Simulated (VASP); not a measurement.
# SnTe in VASP: further runs, part 2 of 2

VASP 6.6.1. Earlier steps stand in the parts before.

### Step 3. Single point, PBEsol-based global hybrid

Contents of POSCAR:

```
SnTe
1.0
    3.9047000000      0.0000000000      0.0000000000
    0.0000000000      3.9047000000      0.0000000000
    0.0000000000      0.0000000000      3.9047000000
Te Sn
1 1
Direct
    0.5000000000      0.5000000000      0.5000000000
    0.0000000000      0.0000000000      0.0000000000
```

Contents of INCAR.step1:

```
PREC = Accurate
ENCUT = 520
EDIFF = 1E-5
ISMEAR = -1
SIGMA = 0.05
LREAL = F
LASPH = T
NELM = 80
ALGO = Normal
ISIF = 2
LWAVE = T
LCHARG = F
GGA = PE
NBANDS = 17
```

Contents of INCAR.step2:

```
PREC = Accurate
ENCUT = 520
EDIFF = 1E-7
ISMEAR = -1
SIGMA = 0.05
LREAL = F
LASPH = T
NELM = 80
ALGO = Normal
ISIF = 2
LWAVE = F
LCHARG = F
GGA = PS
LHFCALC = T
AEXX = 0.25
PRECFOCK = Normal
ISTART = 1
NBANDS = 17
```

Contents of KPOINTS:

```
regular mesh
0
Gamma
  4 4 4
```

Potentials or basis: VASP PAW PBE potentials, release 64 (Te, Sn_d).

Launch:

```bash
$ cat potpaw_PBE.64/Te/POTCAR potpaw_PBE.64/Sn_d/POTCAR > POTCAR
$ cp INCAR.step1 INCAR
$ mpirun -np 1 vasp_std > vasp.out
$ cp INCAR.step2 INCAR
$ mpirun -np 1 vasp_std > vasp.out
```

It took 9.2 min on 1 thread of Intel Xeon Platinum 8488C (Sapphire Rapids), shared host; peak memory 0.18 GiB.

The run converged. Its results:

* Free energy: -9.8304 eV
* Pressure: -2.7 GPa
* Band gap on the k mesh: zero (band 10 reaches 7.33 eV, above the bottom of band 11 at 5.16 eV)

Levels at points of the mesh, in eV from the Fermi level:
| k point | band 7 | band 8 | band 9 | band 10 | band 11 | band 12 | band 13 | band 14 |
| --- | --- | --- | --- | --- | --- | --- | --- | --- |
| (0.00, 0.00, 0.00) | -6.34 | -2.53 | -2.53 | -2.53 | 4.22 | 4.22 | 6.33 | 6.33 |
| (0.50, 0.00, 0.00) | -9.76 | -0.82 | -0.82 | 0.24 | 0.56 | 2.69 | 2.69 | 6.21 |
| (0.50, 0.50, 0.00) | -7.70 | -5.94 | -5.94 | 0.44 | 4.10 | 4.66 | 4.66 | 6.73 |
| (0.50, 0.50, 0.50) | -6.41 | -3.71 | -3.71 | -3.71 | -1.73 | -1.73 | -1.73 | 15.32 |

Caveat: the k points lie up to 0.40 Å⁻¹ apart; the PAW data sets were made with another functional, which shifts forces and pressure a little; spin-orbit coupling is left out, which moves the levels of the heavy elements.

### Step 4. Single point, PBE0, non-collinear spin, zero start, spin-orbit coupling

POSCAR is that of step 3.

Contents of INCAR.step1:

```
PREC = Accurate ; ENCUT = 520
EDIFF = 1E-5 ; ISMEAR = -1
SIGMA = 0.05 ; LREAL = False
LASPH = True ; NELM = 150
ALGO = Normal ; ISIF = 2
LWAVE = True ; LCHARG = False
MAGMOM = 0 0 0 0 0 0 ; LORBIT = 11
LSORBIT = True ; GGA_COMPAT = False
LORBMOM = True ; NBANDS = 32
GGA = PE
```

Contents of INCAR.step2:

```
PREC = Accurate ; ENCUT = 520
EDIFF = 1E-7 ; ISMEAR = -1
SIGMA = 0.05 ; LREAL = False
LASPH = True ; NELM = 150
ALGO = Normal ; ISIF = 2
LWAVE = False ; LCHARG = False
MAGMOM = 0 0 0 0 0 0 ; LORBIT = 11
LSORBIT = True ; GGA_COMPAT = False
LORBMOM = True ; GGA = PE
LHFCALC = True ; AEXX = 0.25
PRECFOCK = Normal ; NBANDS = 32
ISTART = 1
```

Contents of KPOINTS:

```
regular mesh
0
Gamma
  3 3 3
```

Potentials or basis: VASP PAW PBE potentials, release 64 (Te, Sn_d).

Launch:

```bash
$ cat potpaw_PBE.64/Te/POTCAR potpaw_PBE.64/Sn_d/POTCAR > POTCAR
$ cp INCAR.step1 INCAR
$ mpirun -np 1 vasp_ncl > vasp.out
$ cp INCAR.step2 INCAR
$ mpirun -np 1 vasp_ncl > vasp.out
```

OUTCAR:

```text
PREC = Accurate
   ENCUT = 520
   EDIFF = 1E-7
   ISMEAR = -1
   LREAL = False
   LASPH = True
   NELM = 150
   ISIF = 2
   LORBIT = 11
   LSORBIT = True
   GGA = PE
   LHFCALC = True
   AEXX = 0.25
   PRECFOCK = Normal
   ISTART = 1

 ion  position               nearest neighbor table
   1  0.500  0.500  0.500-   2 3.38   2 3.38   2 3.38   2 3.38   2 3.38   2 3.38   2 3.38   2 3.38

   2  0.000  0.000  0.000-   1 3.38   1 3.38   1 3.38   1 3.38   1 3.38   1 3.38   1 3.38   1 3.38

  LATTYP: Found a simple cubic cell.
 ALAT       =     3.9047000000

  Lattice vectors:

 A1 = (   3.9047000000,   0.0000000000,   0.0000000000)
 A2 = (   0.0000000000,   3.9047000000,   0.0000000000)
 A3 = (   0.0000000000,   0.0000000000,   3.9047000000)

Analysis of symmetry for initial positions (statically):
[... 395 lines left out ...]
    -0.0000537    -0.0000134     0.0000000    -0.0000134     0.0000000
 l=   3
     0.0000000     0.0000000     0.0000000     0.0000000     0.0000000     0.0000000     0.0000000
     0.0000000     0.0000000     0.0000000     0.0000000     0.0000000     0.0000000     0.0000000
     0.0000000     0.0000000     0.0000000     0.0000000     0.0000000     0.0000000     0.0000000
     0.0000000     0.0000000     0.0000000     0.0000000     0.0000000     0.0000000     0.0000000
     0.0000000     0.0000000     0.0000000     0.0000000     0.0000000     0.0000000     0.0000000
     0.0000000     0.0000000     0.0000000     0.0000000     0.0000000     0.0000000     0.0000000
     0.0000000     0.0000000     0.0000000     0.0000000     0.0000000     0.0000000     0.0000000

 Ion:    2  E_soc:     -0.0753549
 l=   1
     0.0000000    -0.0067791    -0.0067791
    -0.0067791     0.0000000    -0.0067791
    -0.0067791    -0.0067791     0.0000000
 l=   2
     0.0000000    -0.0011418     0.0000000    -0.0011418    -0.0046383
    -0.0011418     0.0000000    -0.0034788    -0.0011418    -0.0011596
     0.0000000    -0.0034788     0.0000000    -0.0034788     0.0000000
    -0.0011418    -0.0011418    -0.0034788     0.0000000    -0.0011596
    -0.0046383    -0.0011596     0.0000000    -0.0011596     0.0000000
 l=   3
     0.0000000     0.0000000     0.0000000     0.0000000     0.0000000     0.0000000     0.0000000
     0.0000000     0.0000000     0.0000000     0.0000000     0.0000000     0.0000000     0.0000000
     0.0000000     0.0000000     0.0000000     0.0000000     0.0000000     0.0000000     0.0000000
     0.0000000     0.0000000     0.0000000     0.0000000     0.0000000     0.0000000     0.0000000
     0.0000000     0.0000000     0.0000000     0.0000000     0.0000000     0.0000000     0.0000000
     0.0000000     0.0000000     0.0000000     0.0000000     0.0000000     0.0000000     0.0000000
     0.0000000     0.0000000     0.0000000     0.0000000     0.0000000     0.0000000     0.0000000

 total charge

# of ion       s       p       d       tot
------------------------------------------
    1        1.362   2.092   0.020   3.474
    2        1.405   0.643   9.971  12.019
--------------------------------------------------
tot          2.768   2.735   9.991  15.493

 magnetization (x)

# of ion       s       p       d       tot
------------------------------------------
    1       -0.000   0.000   0.000  -0.000
    2       -0.000  -0.000   0.000  -0.000
--------------------------------------------------
tot         -0.000  -0.000   0.000  -0.000

 magnetization (y)

# of ion       s       p       d       tot
------------------------------------------
    1        0.000   0.000  -0.000   0.000
    2       -0.000  -0.000  -0.000  -0.000
--------------------------------------------------
tot          0.000   0.000  -0.000  -0.000

 magnetization (z)

# of ion       s       p       d       tot
------------------------------------------
    1        0.000   0.000   0.000   0.000
    2       -0.000   0.000   0.000   0.000
--------------------------------------------------
tot          0.000   0.000   0.000   0.000
```

It took 16 min on 1 thread of Intel Xeon Platinum 8488C (Sapphire Rapids), shared host; peak memory 0.3 GiB.

Results:

```yaml
Free_energy: -9.5995 eV
Pressure: 0.0 GPa
Net_moment: 0.00 μB per cell
Valence_electrons_inside_the_program's_atomic_spheres: Te 3.47; Sn 12.02
```

Moments on the atoms (μB; x, y, z):
```
Te  0.00 0.00 0.00
Sn  0.00 0.00 0.00
```

Caveat: the k points lie up to 0.54 Å⁻¹ apart; the PAW data sets were made with another functional, which shifts forces and pressure a little.

### Step 5. Single point, PBE

This run uses another cell than the first one, of 28.88 Å³/atom, 0.970 times its volume.

Contents of INCAR:

```
  ALGO = Normal
  EDIFF = 1E-6
  ENCUT = 520
  GGA = PE
  ISIF = 2
  ISMEAR = -1
  LASPH = True
  LCHARG = False
  LREAL = False
  LWAVE = False
  NBANDS = 17
  NELM = 80
  PREC = Accurate
  SIGMA = 0.05
```

Contents of KPOINTS:

```
k-points
0
Gamma
  7 7 7
```

Contents of POSCAR:

```
SnTe
1.0
    3.8655674944      0.0000000000      0.0000000000
    0.0000000000      3.8655674944      0.0000000000
    0.0000000000      0.0000000000      3.8655674944
Te Sn
1 1
Direct
    0.5000000000      0.5000000000      0.5000000000
    0.0000000000      0.0000000000      0.0000000000
```

Launch:

```bash
$ cat potpaw_PBE.64/Te/POTCAR potpaw_PBE.64/Sn_d/POTCAR > POTCAR
$ mpirun -np 1 vasp_std > vasp.out
```

Wall time 27 s (1 thread of Intel Xeon 8259CL, shared host); peak memory 0.18 GiB.

Results (log left out):

- Free energy: -7.0862 eV
- Pressure: 0.0 GPa
- Band gap on the k mesh: zero (band 10 reaches 7.63 eV, above the bottom of band 11 at 6.47 eV)

Levels at points of the mesh, in eV from the Fermi level:
```
           k point  band 7  band 8  band 9  band 10  band 11  band 12  band 13  band 14
(0.00, 0.00, 0.00)   -5.16   -1.77   -1.77    -1.77     3.57     3.57     5.61     5.61
```

Caveat: spin-orbit coupling is left out, which moves the levels of the heavy elements.

### Step 6. The runs side by side

| level | spin | cell | k mesh | grid for exact exchange (PRECFOCK) | share of exact exchange | gap on the mesh (eV) | pressure (GPa) |
| --- | --- | --- | --- | --- | --- | --- | --- |
| PBE | off | a = 3.905 Å, 2 atoms | 7 × 7 × 7 | - | - | none | -0.9 |
| PBEsol-based global hybrid | off | a = 3.905 Å, 2 atoms | 4 × 4 × 4 | Normal | 0.25 | none | -2.7 |
| PBE0 | non-collinear, zero start, SOC | a = 3.905 Å, 2 atoms | 3 × 3 × 3 | Normal | - | - | 0.0 |
| PBE | off | a = 3.866 Å, 2 atoms | 7 × 7 × 7 | - | - | none | 0.0 |

Some of these runs hold the atoms at other places in the same cell, which the table doesn't show; runs alike in all that it shows share one row.

Alike in all rows: task single point; potentials or basis VASP PAW PBE potentials, release 64 (Te, Sn_d); cutoff (eV) 520; smearing fermi-dirac 0.05 eV.

Caveats: some runs use coarse meshes; spin-orbit coupling is left out, which moves the levels of the heavy elements (some runs); the PAW data sets were made with another functional, which shifts forces and pressure a little (some runs).

Absolute energies hang on the potentials; compare differences alone.
